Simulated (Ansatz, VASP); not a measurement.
This is a calculation of TiO2 for VASP 6.6.1.

File INCAR:

```
SYSTEM = TiO2
PREC = Accurate
ENCUT = 520
EDIFF = 1E-7
ISMEAR = -1
SIGMA = 0.05
LREAL = .False.
LASPH = .True.
NELM = 60
ALGO = Normal
ISIF = 2
LWAVE = .False.
LCHARG = .False.
GGA = PE
NBANDS = 60
```

KPOINTS

```
regular mesh
0
Gamma
  6 5 6
  0 0 0
```

The input POSCAR:

```
TiO2
1.0
    4.5453495500      0.0000000000      0.0000000000
    0.0000000000      5.5196194400      0.0000000000
    0.0000000000      0.0000000000      4.9091968600
Ti O
4 8
Direct
    0.0000000000      0.1729909300      0.7500000000
    0.5000000000      0.3270090700      0.2500000000
    0.0000000000      0.8270090700      0.2500000000
    0.5000000000      0.6729909300      0.7500000000
    0.2714506200      0.3817246400      0.9186490800
    0.7714506200      0.1182753600      0.0813509200
    0.2285493800      0.1182753600      0.4186490800
    0.7285493800      0.3817246400      0.5813509200
    0.2714506200      0.6182753600      0.4186490800
    0.7714506200      0.8817246400      0.5813509200
    0.2285493800      0.8817246400      0.9186490800
    0.7285493800      0.6182753600      0.0813509200
```

Potentials or basis: VASP PAW PBE potentials, release 64 (Ti_sv, O).

The run is started by

```bash
$ cat potpaw_PBE.64/Ti_sv/POTCAR potpaw_PBE.64/O/POTCAR > POTCAR
$ mpirun -np 1 vasp_std > vasp.out
```

Problem. Translate it to Ansatz 0.2.0. Potentials there: Ansatz PAW.

Solution. As run (the cutoff follows the program's own potentials):

input.yaml

```yaml
crystal:
  lattice:
    - [4.54534955, 0.0, 0.0]
    - [0.0, 5.51961944, 0.0]
    - [0.0, 0.0, 4.90919686]
  atoms:
    - { symbol: Ti, position: [0.0, 0.17299093, 0.75] }
    - { symbol: Ti, position: [0.5, 0.32700907, 0.25] }
    - { symbol: Ti, position: [0.0, 0.82700907, 0.25] }
    - { symbol: Ti, position: [0.5, 0.67299093, 0.75] }
    - { symbol: O, position: [0.27145062, 0.38172464, 0.91864908] }
    - { symbol: O, position: [0.77145062, 0.11827536, 0.08135092] }
    - { symbol: O, position: [0.22854938, 0.11827536, 0.41864908] }
    - { symbol: O, position: [0.72854938, 0.38172464, 0.58135092] }
    - { symbol: O, position: [0.27145062, 0.61827536, 0.41864908] }
    - { symbol: O, position: [0.77145062, 0.88172464, 0.58135092] }
    - { symbol: O, position: [0.22854938, 0.88172464, 0.91864908] }
    - { symbol: O, position: [0.72854938, 0.61827536, 0.08135092] }
hamiltonian:
  xc: pbe
  pseudopotentials: { kind: paw }
kpoints:
  mp_grid: { grid: [6, 5, 6] }
scf:
  occupations: { method: fermi_dirac, width: 0.05 }
basis:
  ecutwfc: "500 eV"
output:
  forces: true
  stress: true
  eigenvalues: true
```

Potentials or basis: Ansatz PAW.

The run is started by

```console
$ ansatz run input.yaml --threads 4 --pin off --max-ram 11264MiB --backend cpu --events-out ev --progress --plain --runs-dir out
```

Both were run:

|  | VASP | Ansatz | Ansatz less VASP |
| --- | --- | --- | --- |
| gap on the k mesh at the Fermi level (eV) | 2.60 | 2.62 | +0.022 |
| least direct gap on the mesh (eV) | 2.65 | 2.67 | +0.024 |
| pressure (GPa) | 4.8 | 4.1 | -0.72 |
| rms of the force components (eV/Å) | 0.036 | 0.049 | +0.0132 |

Atom by atom the forces differ by 0.016 eV/Å (rms over components).

Noted on Ansatz's run: odd divisions of the mesh miss points on the zone boundary, where band edges often lie, so the gap on the mesh can be too wide.
